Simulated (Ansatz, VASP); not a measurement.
**One calculation of Sr, two programs**

```
Sr
1.0
     0.00000    3.04235    3.04235
     3.04235    0.00000    3.04235
     3.04235    3.04235    0.00000
Sr
1
Direct
  0.00000 0.00000 0.00000
```

Alike in both runs: functional PBE-based screened hybrid; k mesh 6 × 6 × 6; occupations gaussian, width 0.02 eV; no spin polarisation.

```csv
,VASP,Ansatz
version,VASP 6.6.1,Ansatz 0.2.0
potentials or method,"VASP PAW PBE potentials, release 64 (Sr_sv)",Ansatz PAW earlier set
plane-wave cutoff (eV),400,350
valence electrons in the cell,10,10
task,single point,electrostatic potential
```

```csv
,VASP,Ansatz,Ansatz less VASP
gap on the k mesh at the Fermi level (eV),none,none,-
pressure (GPa),0.0,0.0,+0.03
```

VASP's potentials were made for PBE, not for PBE-based screened hybrid. A gap of «none» marks a metal or a gap that the smearing closes.
